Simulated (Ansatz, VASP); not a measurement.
**LaSc2F in VASP and in Ansatz**

```
La Sc F
1.0
    -3.10160    3.10160    2.62647
     3.10160   -3.10160    2.62647
     3.10160    3.10160   -2.62647
La Sc F
1 2 1
Cartesian
  0.0000 0.0000 2.6265
  0.0000 3.1016 0.0000
  3.1016 0.0000 0.0000
  0.0000 0.0000 0.0000
```

Alike in both runs: task single point; functional PBE; k mesh 4 × 4 × 4; occupations gaussian, width 0.1 eV; collinear spin.

```csv
,VASP,Ansatz
version,VASP 6.6.1,Ansatz 0.2.0
potentials or method,"VASP PAW PBE potentials, release 64 (La, Sc_sv, F), cutoff 520 eV","scalar-relativistic, plane waves, PAW"
valence electrons in the cell,40,40
```

```csv
,VASP,Ansatz,Ansatz less VASP
gap on the k mesh at the Fermi level (eV),none,none,-
pressure (GPa),0.0,0.0,+0.03
"traceless stress, the component that is largest in VASP (GPa)",-0.09,-0.12,-0.031
net moment per atom (μB),0.00,0.00,0.000
```

A gap of «none» marks a metal or a gap that the smearing closes. With one functional, cell and mesh, what is left measures potentials, basis and numerics. Ansatz's warnings: seeded moment not kept.

The k mesh is coarse, so the values compare programs but aren't converged. Spin-orbit coupling is off throughout.
